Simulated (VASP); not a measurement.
Runs of VASP 6.6.1 on TePb. The structure is that of space group I4/mmm (No. 139), or close to it. The cells are those of the table. 

```csv
cell,k mesh,smearing,gap on the mesh (eV),pressure (GPa)
"a = 4.530, b = 4.530, c = 4.621 Å, angles 59.3, 59.3, 61.3°, 2 atoms",4 × 4 × 4,gaussian 0.01 eV,0.63,2.7
"a = 4.553, b = 4.553, c = 4.621 Å, angles 59.5, 59.5, 61.0°, 2 atoms",4 × 4 × 4,gaussian 0.01 eV,0.69,2.1
"a = 4.530, b = 4.530, c = 4.621 Å, angles 59.3, 59.3, 61.3°, 2 atoms",8 × 8 × 8,fermi-dirac 0.02 eV,0.63,(a)
"a = 4.553, b = 4.553, c = 4.621 Å, angles 59.5, 59.5, 61.0°, 2 atoms",8 × 8 × 8,fermi-dirac 0.02 eV,0.69,2.1
```

Alike in all rows: task single point; level PBE; potentials or basis VASP PAW PBE potentials, release 64 (Pb_d, Te); no spin polarisation; cutoff (eV) 520.

Problem. Estimate the missing entries.

Solution. (a) 2.6.

Caveats: some runs use coarse meshes; spin-orbit coupling is left out, which moves the levels of the heavy elements.

A k mesh can miss the band edges, and the runs leave out spin-orbit coupling on Pb, Te.
